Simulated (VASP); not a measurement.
# Ca (I4/mmm) in VASP: further runs, part 2 of 2

VASP 6.6.1. The steps go on from the part before.

**4. Single point, PBE (strain +0.0500 x Voigt [1, 0, 0, 0, 0, 0])**

INCAR

```
SYSTEM = Ca
PREC = Accurate
ENCUT = 520
EDIFF = 1E-6
ISMEAR = 0
SIGMA = 0.15
LREAL = .False.
LASPH = .True.
NELM = 80
ALGO = Normal
ISIF = 2
LWAVE = .False.
LCHARG = .False.
GGA = PE
NBANDS = 11
```

KPOINTS

```
regular mesh
0
Gamma
  14 14 14
  0 0 0
```

POSCAR

```
Ca
1.0
    0.0000000000      2.7942000000      2.7942000000
    2.9339100000      0.0000000000      2.7942000000
    2.9339100000      2.7942000000      0.0000000000
Ca
1
Direct
    0.0000000000      0.0000000000      0.0000000000
```

Potentials or basis: VASP PAW PBE potentials, release 64 (Ca_sv).

Command:

```bash
$ cat potpaw_PBE.64/Ca_sv/POTCAR > POTCAR
$ mpirun -np 1 vasp_std > vasp.out
```

OUTCAR:

```text
SYSTEM = Ca
   PREC = Accurate
   ENCUT = 520
   EDIFF = 1E-6
   ISMEAR = 0
   LREAL = .False.
   LASPH = .True.
   NELM = 80
   ISIF = 2
   GGA = PE

 ion  position               nearest neighbor table
   1  0.000  0.000  0.000-

  LATTYP: Found a body centered tetragonal cell.
 ALAT       =     3.9515955360
 C/A-ratio  =     1.4849242405

  Lattice vectors:

 A1 = (   2.9339100000,   0.0000000000,   2.7942000000)
 A2 = (   2.9339100000,   0.0000000000,  -2.7942000000)
 A3 = (  -2.9339100000,   2.7942000000,   0.0000000000)

Analysis of symmetry for initial positions (statically):
=====================================================================
 Subroutine PRICEL returns:
 Original cell was already a primitive cell.

 Routine SETGRP: Setting up the symmetry group for a
 body centered tetragonal supercell.

 Subroutine GETGRP returns: Found 16 space group operations
 (whereof 16 operations were pure point group operations)
 out of a pool of 16 trial point group operations.

The static configuration has the point symmetry D_4h.

Analysis of symmetry for dynamics (positions and initial velocities):
=====================================================================
 Subroutine PRICEL returns:
 Original cell was already a primitive cell.

 Routine SETGRP: Setting up the symmetry group for a
 body centered tetragonal supercell.

 Subroutine GETGRP returns: Found 16 space group operations
 (whereof 16 operations were pure point group operations)
 out of a pool of 16 trial point group operations.

The dynamic configuration has the point symmetry D_4h.

 Subroutine INISYM returns: Found 16 space group operations
 (whereof 16 operations are pure point group operations),
 and found     1 'primitive' translations

----------------------------------------------------------------------------------------

                                     Primitive cell

  volume of cell :      45.8133

  direct lattice vectors                    reciprocal lattice vectors
     0.000000000  2.794200000  2.794200000    -0.170421042  0.178942094  0.178942094
     2.933910000  0.000000000  2.794200000     0.170421042 -0.178942094  0.178942094
     2.933910000  2.794200000  0.000000000     0.170421042  0.178942094 -0.178942094

  length of vectors
     3.951595536  4.051590000  4.051590000     0.305096506  0.305096506  0.305096506

  position of ions in fractional coordinates (direct lattice)
     0.000000000  0.000000000  0.000000000

  ion indices of the primitive-cell ions
   primitive index   ion index
                 1           1

----------------------------------------------------------------------------------------

 KPOINTS: regular mesh

Automatic generation of k-mesh.
 Grid dimensions read from file:
 generate k-points for:   14   14   14

 Generating k-lattice:

  Cartesian coordinates                     Fractional coordinates (reciprocal lattice)
    -0.012172932  0.012781578  0.012781578     0.071428571  0.000000000  0.000000000
     0.012172932 -0.012781578  0.012781578     0.000000000  0.071428571 -0.000000000
     0.012172932  0.012781578 -0.012781578     0.000000000 -0.000000000  0.071428571

  Length of vectors
     0.021792608  0.021792608  0.021792608

  Shift w.r.t. Gamma in fractional coordinates (k-lattice)
     0.000000000  0.000000000  0.000000000

 Subroutine IBZKPT returns following result:
 ===========================================

 Found    244 irreducible k-points:

 Following reciprocal coordinates:
            Coordinates               Weight
  0.000000  0.000000  0.000000      1.000000
  0.071429  0.000000  0.000000      8.000000
  0.142857  0.000000  0.000000      8.000000
  0.214286  0.000000  0.000000      8.000000
  0.285714 -0.000000 -0.000000      8.000000
  0.357143 -0.000000 -0.000000      8.000000
[... 16 lines left out ...]
  0.214286  0.142857 -0.000000     16.000000
  0.285714  0.142857 -0.000000     16.000000
 [... further k-points ...]
   k-points           NKPTS =    244   k-points in BZ     NKDIM =    244   number of bands    NBANDS=     11
   number of dos      NEDOS =    301   number of ions     NIONS =      1
   total plane-waves  NPLWV =  27000
   dimension x,y,z NGX =    30 NGY =   30 NGZ =   30
   dimension x,y,z NGXF=    60 NGYF=   60 NGZF=   60
   ions per type =               1
   NGX,Y,Z   is equivalent  to a cutoff of  12.62, 12.31, 12.31 a.u.
   NGXF,Y,Z  is equivalent  to a cutoff of  25.24, 24.62, 24.62 a.u.
 SYSTEM =  Ca
   PREC   = accura    normal or accurate (medium, high low for compatibility)
   ISTART =      0    job   : 0-new  1-cont  2-samecut
   ICHARG =      2    charge: 1-file 2-atom 10-const
   ISPIN  =      1    spin polarized calculation?
   LNONCOLLINEAR =      F non collinear calculations
   LSORBIT =      F    spin-orbit coupling
   LASPH  =      T    aspherical Exc in radial PAW
   ENCUT  =  520.0 eV  38.22 Ry    6.18 a.u.   7.35  7.53  7.53*2*pi/ulx,y,z
   NELM   =     80;   NELMIN=  2; NELMDL= -5     # of ELM steps
   EDIFF  = 0.1E-05   stopping-criterion for ELM
   LREAL  =      F    real-space projection
   EDIFFG = 0.1E-04   stopping-criterion for IOM
   NSW    =      0    number of steps for IOM
   IBRION =     -1    ionic relax: 0-MD 1-quasi-New 2-CG
   NFREE  =      0    steps in history (QN), initial steepest desc. (CG)
   ISIF   =      2    stress and relaxation
   ISYM   =      2    0-nonsym 1-usesym 2-fastsym
   POTIM  = 0.5000    time-step for ionic-motion
   TEBEG  =    0.0;   TEEND  =   0.0 temperature during run
   PSTRESS=    0.0 pullay stress
   NELECT =      10.0000    total number of electrons
   NUPDOWN=      -1.0000    fix difference up-down
   EMIN   =  10.00;   EMAX   =-10.00  energy-range for DOS
   EFERMI =   0.00;   METHOD = LEGACY
   ISMEAR =     0;   SIGMA  =   0.15  broadening in eV -4-tet -1-fermi 0-gaus
   EFERMI_NEDOS =   21; number of points for ismear=-14 and -15
   IALGO  =     38    algorithm
   IMIX   =      4    mixing-type and parameters
     AMIX     =   0.40;   BMIX     =  1.00
     AMIX_MAG =   1.60;   BMIX_MAG =  1.00
  volume/ion in A,a.u.               =      45.81       309.16
  Fermi-wavevector in a.u.,A,eV,Ry     =   0.985699  1.862701 13.219450  0.971602
  Thomas-Fermi vector in A             =   2.117025
   LORBIT       =      0    0 simple, 1 ext, 2 COOP (PROOUT), +10 PAW based schemes
   GGA     = PE    functional components
   LHFCALC =     F    Hartree Fock is set to
   AEXX    =    0.0000 exact exchange contribution
   IVDW    =     0    specifies the selected vdW correction
   LEPSILON=     F    determine dielectric tensor
   LRPA    =     F    only Hartree local field effects (RPA)
 non-spin polarized calculation
 Gauss-broadening in eV      SIGMA  =   0.15
  energy-cutoff  :      520.00
  volume of cell :       45.81
 maximum number of plane-waves:      1267
 NGX is ok and might be reduce to    30
   NGX = 15   NGY = 15   NGZ = 15

 number of electron      10.0000001 magnetization

 Free energy of the ion-electron system (eV)
  ---------------------------------------------------
  ext. energy  EPLUGINS =         0.00000000
  ---------------------------------------------------
  free energy    TOTEN  =        -1.92136430 eV

  energy without entropy =       -1.90633172  energy(sigma->0) =       -1.91384801

 E-fermi :   1.6458     XC(G=0):  -7.4861

 val. band max:        1.6401779467   @ k =  -0.3571   0.5000   0.1429
 cond. band min:       1.6550338771   @ k =   0.4286  -0.3571   0.1429
 fundamental gap:      0.0148559304
 Fermi energy:         1.6458142824

 k-point     1 :       0.0000    0.0000    0.0000
  band No.  band energies     occupation
      1     -40.5648      2.00000
      2     -21.4917      2.00000
      3     -21.4888      2.00000
      4     -21.4888      2.00000
      5      -2.2325      2.00000
      6       3.7359      0.00000
      7       3.9450      0.00000
      8       3.9450      0.00000
      9       4.6959      0.00000
     10       4.9642      0.00000
     11      10.4338      0.00000

 k-point     2 :       0.0714    0.0000    0.0000
  band No.  band energies     occupation
      1     -40.5644      2.00000
      2     -21.4952      2.00000
      3     -21.4913      2.00000
      4     -21.4893      2.00000
      5      -2.1508      2.00000
      6       3.7180      0.00000
      7       3.9052      0.00000
      8       3.9766      0.00000
      9       4.6758      0.00000
     10       4.9330      0.00000
     11      10.5154      0.00000
[... 295 lines left out ...]
 k-point    24 :       0.2857    0.1429   -0.0000
  band No.  band energies     occupation
      1     -40.5591      2.00000
      2     -21.5414      2.00000
      3     -21.5056      2.00000
      4     -21.5025      2.00000
      5      -1.0645      2.00000
      6       2.9909      0.00000
      7       3.8827      0.00000
      8       4.1145      0.00000
      9       4.5410      0.00000
     10       5.0774      0.00000
     11       8.7727      0.00000

 [... further k-points ...]
[... 5 lines left out ...]
  --------------------------------------------------------------------------------------
  -------------------------------------------------------------------------------------
  Total       -0.4385927     -0.3094384     -0.3094384     -0.0000000      0.0000000      0.0000000
  in kB      -15.3384065    -10.8216394    -10.8216394     -0.0000000      0.0000000      0.0000000
  external PRESSURE =     -12.3272284 kB  Pullay stress =       0.0000000 kB

 VOLUME and BASIS-vectors are now :
 -----------------------------------------------------------------------------
  energy-cutoff  :      520.00
  volume of cell :       45.81
      direct lattice vectors                 reciprocal lattice vectors
     0.000000000  2.794200000  2.794200000    -0.170421042  0.178942094  0.178942094
     2.933910000  0.000000000  2.794200000     0.170421042 -0.178942094  0.178942094
     2.933910000  2.794200000  0.000000000     0.170421042  0.178942094 -0.178942094

 POSITION                                       TOTAL-FORCE (eV/Angst)
 -----------------------------------------------------------------------------------
      0.00000      0.00000      0.00000         0.000000      0.000000      0.000000
 -----------------------------------------------------------------------------------
    total drift:                               -0.000000     -0.000000     -0.000000

  FREE ENERGIE OF THE ION-ELECTRON SYSTEM (eV)
  ---------------------------------------------------
  free  energy   TOTEN  =        -1.9213642953 eV

  energy  without entropy=       -1.9063317241  energy(sigma->0) =       -1.91384801
```

OSZICAR:

```text
N       E                     dE             d eps       ncg     rms          rms(c)
DAV:   1     0.657821751484E+02    0.65782E+02   -0.49599E+03  5368   0.811E+02
DAV:   2    -0.387302790589E+00   -0.66169E+02   -0.65568E+02  5908   0.206E+02
DAV:   3    -0.185088543779E+01   -0.14636E+01   -0.14460E+01  8029   0.302E+01
DAV:   4    -0.192483544353E+01   -0.73950E-01   -0.73662E-01  7097   0.524E+00
DAV:   5    -0.192625618010E+01   -0.14207E-02   -0.14205E-02  7582   0.631E-01    0.226E+00
DAV:   6    -0.192221532343E+01    0.40409E-02   -0.10467E-02  6664   0.111E+00    0.138E+00
DAV:   7    -0.192175481562E+01    0.46051E-03   -0.16500E-02  5900   0.150E+00    0.101E-01
DAV:   8    -0.192134985262E+01    0.40496E-03   -0.18443E-03  6377   0.403E-01    0.222E-02
DAV:   9    -0.192136381941E+01   -0.13967E-04   -0.10187E-04  7059   0.819E-02    0.725E-03
DAV:  10    -0.192136489509E+01   -0.10757E-05   -0.74615E-06  8068   0.216E-02    0.921E-04
DAV:  11    -0.192136429533E+01    0.59977E-06   -0.20967E-07  3929   0.374E-03
   1 F= -.19213643E+01 E0= -.19138480E+01  d E =-.150326E-01
```

Run time: 84 s. Hardware: 1 thread of AMD EPYC 9R45 (Zen 5), shared host; peak memory 0.22 GiB.

What came out:

| Property | Result |
| --- | --- |
| Free energy | -1.9214 eV |
| Pressure | -1.2 GPa |
| Band gap on the k mesh | zero (band 5 reaches 1.87 eV, above the bottom of band 6 at 1.44 eV) |

Caveat: the cell differs from its parent crystal (strain +0.0500 x Voigt [1, 0, 0, 0, 0, 0]).

**5. Summary**

```tsv
cell	gap on the mesh (eV)	pressure (GPa)
a = 3.952, b = 3.903, c = 3.903 Å, angles 60.8, 59.6, 59.6°, 1 atom	none	-0.1
a = 3.952, b = 4.001, c = 4.001 Å, angles 59.2, 60.4, 60.4°, 1 atom	none	-0.9
a = 3.952, b = 4.052, c = 4.052 Å, angles 58.4, 60.8, 60.8°, 1 atom	none	-1.2
```

Alike in all rows: task single point; level PBE; potentials or basis VASP PAW PBE potentials, release 64 (Ca_sv); no spin polarisation; k mesh 14 × 14 × 14; cutoff (eV) 520; smearing gaussian 0.15 eV.

Absolute energies hang on the potentials; compare differences alone.
